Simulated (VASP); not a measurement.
Ti3Al:

```xyz
4
Lattice="0.0000 2.9777 2.9777 2.9777 0.0000 2.9777 2.9777 2.9777 0.0000" Properties=species:S:1:pos:R:3 pbc="T T T"
Ti    4.4665    4.4665    4.4665
Ti    1.4888    1.4888    1.4888
Ti    0.0000    0.0000    0.0000
Al    2.9777    2.9777    2.9777
```

Base run:

```yaml
Program: VASP 6.6.1
Functional: PBEsol
Potentials_or_basis: VASP PAW PBE potentials, release 64 (Ti_sv, Al)
Cutoff: 520 eV
k_mesh: 12 × 12 × 12
Occupations: gaussian, width 0.15 eV
Spin: collinear spin, ferromagnetic start
Starting_moments: "[1.0, 1.0, 1.0, 0.0] μB"
Fixed_moment: 3 μB
```

Its results: pressure 38.1 GPa; site moments Ti +0.59, +1.11; Al +0.00 μB.

Question: After a change of settings the same cell gave: pressure 37.0 GPa; site moments Ti +0.42, +0.99; Al +0.00 μB. Which change was it?
A. fixed moment from 3 μB to 2.4 μB; moments at the start from [1.0, 1.0, 1.0, 0.0] to [0.8, 0.8, 0.8, 0.0]
B. fixed moment from 3 μB to 0.6 μB; moments at the start from [1.0, 1.0, 1.0, 0.0] to [0.2, 0.2, 0.2, 0.0]
C. fixed moment from 3 μB to 0.9 μB; moments at the start from [1.0, 1.0, 1.0, 0.0] to [0.3, 0.3, 0.3, 0.0]

Answer: A.

Caveats: the PAW data sets were made with another functional, which shifts forces and pressure a little; the total moment is fixed, so each spin has its own Fermi level.
